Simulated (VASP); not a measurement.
A run of VASP 6.6.1:

Contents of INCAR:

```
SYSTEM = SnO
  PREC = Accurate
  ENCUT = 520
  EDIFF = 1E-6
  ISMEAR = 0
  SIGMA = 0.15
  LREAL = .FALSE.
  LASPH = .TRUE.
  NELM = 100
  ALGO = Normal
  ISIF = 2
  LWAVE = .FALSE.
  LCHARG = .TRUE.
  LELF = .TRUE.
  LVHAR = .TRUE.
  NBANDS = 28
```

File KPOINTS:

```
Automatic mesh
0
G
  12 12 10
  0 0 0
```

POSCAR

```
SnO
1.0
    3.8692379994      0.0000000000      0.0000000000
    0.0000000000      3.8692379994      0.0000000000
    0.0000000000      0.0000000000      4.2356548380
Sn O
2 2
Direct
    0.0000000000      0.5000000000      0.2457459271
    0.5000000000      0.0000000000      0.7542540729
    0.0000000000      0.0000000000      0.0000000000
    0.5000000000      0.5000000000      0.0000000000
```

Potentials or basis: VASP PAW LDA potentials, release 64 (Sn_d, O).

The run is started by

```sh
$ cat potpaw_LDA.64/Sn_d/POTCAR potpaw_LDA.64/O/POTCAR > POTCAR
$ mpirun -np 1 vasp_std > vasp.out
```

Hardware: 1 thread of Intel(R) Xeon(R) 6975P-C (Granite Rapids), on a shared host.

Problem. How long does it take, and how much memory?

Solution. Wall time 2.3 min on 1 thread of Intel(R) Xeon(R) 6975P-C (Granite Rapids) (shared host), peak memory 0.33 GiB. Counts: scf iterations 14, k points 168.
